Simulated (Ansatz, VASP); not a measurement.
Rb in VASP and in Ansatz

File INCAR:

```
PREC = Accurate ; ENCUT = 520
EDIFF = 1E-6 ; ISMEAR = 0
SIGMA = 1.0 ; LREAL = False
LASPH = True ; NELM = 60
ALGO = Normal ; ISIF = 2
LWAVE = False ; LCHARG = False
NBANDS = 10
```

The input KPOINTS:

```
Automatic mesh
0
Gamma
  8 8 8
```

The input POSCAR:

```
Rb
1.0
   -2.6859640533      2.6859640533      2.6859640533
    2.6859640533     -2.6859640533      2.6859640533
    2.6859640533      2.6859640533     -2.6859640533
Rb
1
Direct
    0.0000000000      0.0000000000      0.0000000000
```

Input for Ansatz:

```yaml
crystal:
  lattice:
    - [-2.6859640533, 2.6859640533, 2.6859640533]
    - [2.6859640533, -2.6859640533, 2.6859640533]
    - [2.6859640533, 2.6859640533, -2.6859640533]
  atoms:
    - { symbol: Rb, position: [0.0, 0.0, 0.0] }
hamiltonian:
  xc: lda
  pseudopotentials:
    kind: paw
    azcp:
      Rb: "pseudopotentials/Rb.paw.azcp"
basis:
  ecutwfc: 420
  fft_grid_basis: typed
kpoints:
  mp_grid: { grid: [8, 8, 8], shift: [0, 0, 0] }
magnetization:
  spin_polarized: false
scf:
  occupations: { method: gaussian, width: 1.0 }
  lower_state_search: "off"
output:
  stress: true
```

Alike in both runs: task single point; functional LDA; k mesh 8 × 8 × 8; occupations gaussian, width 1 eV; no spin polarisation.

|  | VASP | Ansatz |
| --- | --- | --- |
| version | VASP 6.6.1 | Ansatz 0.2.0 |
| potentials or method | VASP PAW LDA potentials, release 64 (Rb_sv), cutoff 520 eV | plane waves (420 eV) with PAW, scalar-relativistic |
| valence electrons in the cell | 9 | 9 |

|  | VASP | Ansatz | Ansatz less VASP |
| --- | --- | --- | --- |
| pressure (GPa) | 0.1 | 0.1 | 0.00 |

Ansatz warns that its potentials were made for another functional, while VASP's fit it. LDA's correlation is that of Perdew and Zunger in VASP and of Perdew and Wang (1992) in Ansatz.
